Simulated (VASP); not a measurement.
# KF: single point with PBE

Slab: KF, a slab with vacuum.

```
F K
1.0
     2.65298    2.65298    0.00000
    -2.65298    2.65298    0.00000
     0.00000    0.00000   20.95895
F K
4 4
Direct
  0.50886 0.49556 0.30811
  0.49029 0.49275 0.56234
  0.99897 0.99148 0.43520
  0.99686 0.98167 0.69362
  0.97884 0.98377 0.30954
  0.99713 0.01806 0.56320
  0.49239 0.51138 0.43537
  0.49200 0.47332 0.68926
```

- Program: VASP 6.6.1
- Task: single point
- Functional: PBE
- Potentials or basis: VASP PAW PBE potentials, release 64 (F, K_sv)
- Cutoff: 520 eV
- k mesh: 4 × 4 × 1
- Occupations: fermi-dirac, width 0.05 eV
- Spin: no spin polarisation

The largest force is 0.333 eV/Å. The band gap on the k mesh is 5.39 eV, direct.

Forces in eV/Å, atoms in the order of the input:
```
F   -0.085 -0.200  0.065
F   -0.076  0.153  0.051
F   -0.133  0.062  0.048
F    0.004 -0.050 -0.203
K    0.073  0.226 -0.234
K    0.120 -0.199  0.027
K    0.139 -0.083 -0.042
K   -0.043  0.092  0.288
```

Levels at points of the mesh, in eV from the valence-band top:
| k point | band 30 | band 31 | band 32 | band 33 | band 34 | band 35 |
| --- | --- | --- | --- | --- | --- | --- |
| (0.00, 0.00, 0.00) | -0.03 | 0.00 | 0.00 | 5.39 | 5.58 | 6.38 |
| (0.50, 0.00, 0.00) | -0.31 | -0.24 | -0.22 | 7.90 | 7.98 | 8.16 |
| (0.00, 0.50, 0.00) | -0.31 | -0.24 | -0.22 | 7.90 | 7.98 | 8.17 |
| (0.50, 0.50, 0.00) | -0.13 | -0.12 | -0.12 | 8.05 | 8.06 | 8.75 |

It took 2.5 min on 1 thread of Intel(R) Xeon(R) Platinum 8259CL CPU @ 2.50GHz (Skylake/Cascade Lake) (shared host), peak memory 0.38 GiB.
